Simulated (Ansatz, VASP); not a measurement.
**Si in VASP and in Ansatz**

```
Si
1.0
     0.00000    2.70087    2.70087
     2.70087    0.00000    2.70087
     2.70087    2.70087    0.00000
Si
2
Direct
  0.00000 0.00000 0.00000
  0.25000 0.25000 0.25000
```

Alike in both runs: task relaxation of cell and atoms; functional LDA; k mesh 10 × 10 × 10; occupations gaussian, width 0.02 eV; no spin polarisation.

|  | VASP | Ansatz |
| --- | --- | --- |
| version | VASP 6.6.1 | Ansatz 0.2.0 |
| potentials or method | VASP PAW LDA potentials, release 64 (Si), cutoff 500 eV | scalar-relativistic, plane waves, PAW |
| valence electrons in the cell | 8 | 8 |

|  | VASP | Ansatz | Ansatz less VASP |
| --- | --- | --- | --- |
| gap on the k mesh at the Fermi level, each at its own relaxed structure (eV) | 0.45 | 0.46 | +0.002 |
| relaxed volume (Å³/atom) | 19.71 | 19.70 | -0.012 |
| relaxed cell length with the largest relative difference (Å) | 3.820 | 3.820 | -0.0008 |

Ansatz warns that its potentials were made for another functional, while VASP's fit it. LDA's correlation is that of Perdew and Zunger in VASP and of Perdew and Wang (1992) in Ansatz.
